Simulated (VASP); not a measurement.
SiO2, 12 atoms in the cell. It takes space group Fmmm (No. 69, orthorhombic). The conventional cell has a = 5.319 Å, b = 12.293 Å, c = 12.854 Å, α = 90.00°, β = 90.00°, γ = 90.00°. Si (site symmetry m2m) has 4 O at 1.60 to 1.61 Å within 2.1 Å. Si (site symmetry mm2) has 4 O at 1.61 Å within 2.1 Å. O (site symmetry 2/m) has 2 Si at 1.60 Å within 2.1 Å. O (site symmetry 2/m) has 2 Si at 1.61 Å within 2.1 Å. Within 2.1 Å of O (site symmetry m) lie 2 Si at 1.61 Å. 

| Item | Value |
| --- | --- |
| Program | VASP 6.6.1 |
| Task | single point |
| Functional | LDA |
| Potentials or basis | VASP PAW LDA potentials, release 64 (Si, O) |
| Cutoff | 520 eV |
| k mesh | 6 × 6 × 6 |
| Occupations | gaussian, width 0.02 eV |
| Spin | no spin polarisation |
| Dipole correction | no |
| Further INCAR settings | ALGO = Normal; EDIFF = 1e-06; NBANDS = 44 |

Potentials or basis: VASP PAW LDA potentials, release 64 (Si, O).

The run is started by

```console
$ cat potpaw_LDA.64/Si/POTCAR potpaw_LDA.64/O/POTCAR > POTCAR
$ mpirun -np 1 vasp_std > vasp.out
```

Hardware: 1 thread of Oxide Virtual Turin-like Processor, with other jobs on the host.

Problem. Estimate the wall time of this run.

Solution. It took 10 min on 1 thread of Oxide Virtual Turin-like Processor, with other jobs on the host, peak memory 0.43 GiB. Counts: scf iterations 15, k points 46.
